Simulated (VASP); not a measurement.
Here is a VASP 6.6.1 calculation.

Contents of INCAR:

```
SYSTEM = Be2B3
PREC = Accurate
ENCUT = 600
EDIFF = 1E-7
ISMEAR = 0
SIGMA = 0.1
LREAL = .FALSE.
LASPH = .TRUE.
NELM = 100
ALGO = Normal
ISIF = 3
LWAVE = .FALSE.
LCHARG = .FALSE.
GGA = PE
IBRION = 2
NSW = 100
EDIFFG = -0.01
```

The input KPOINTS:

```
regular mesh
0
G
  10 10 14
  0 0 0
```

The input POSCAR:

```
Be2B3
1.0
    2.0935476235     -3.2418017178      0.0000000000
    2.0935476235      3.2418017178      0.0000000000
    0.0000000000      0.0000000000      2.8198239119
Be B
2 3
Direct
    0.7280125947      0.2719874053      0.5000000000
    0.2719874053      0.7280125947      0.5000000000
    0.5000000000      0.5000000000      0.0000000000
    0.7895519436      0.7895519436      0.5000000000
    0.2104480564      0.2104480564      0.5000000000
```

Potentials or basis: VASP PAW PBE potentials, release 64 (Be, B).

Run with:

```sh
$ cat potpaw_PBE.64/Be/POTCAR potpaw_PBE.64/B/POTCAR > POTCAR
$ mpirun -np 1 vasp_std > vasp.out
```

Question: What does it give for the relaxed cell?

Answer: a = 3.850 Å, b = 3.850 Å, c = 2.841 Å, α = 90.00°, β = 90.00°, γ = 114.69°.

Question: Predict the band gap on the k mesh.

Answer: Zero (an odd number of electrons rules out a gap without spin polarisation).

Question: Estimate the relaxed volume.

Answer: 7.65 Å³/atom.

Forces in eV/Å, atoms in the order of the input:
```
Be   0.000  0.007  0.000
Be   0.000 -0.007  0.000
B    0.000  0.000  0.000
B   -0.007  0.000  0.000
B    0.007  0.000  0.000
```
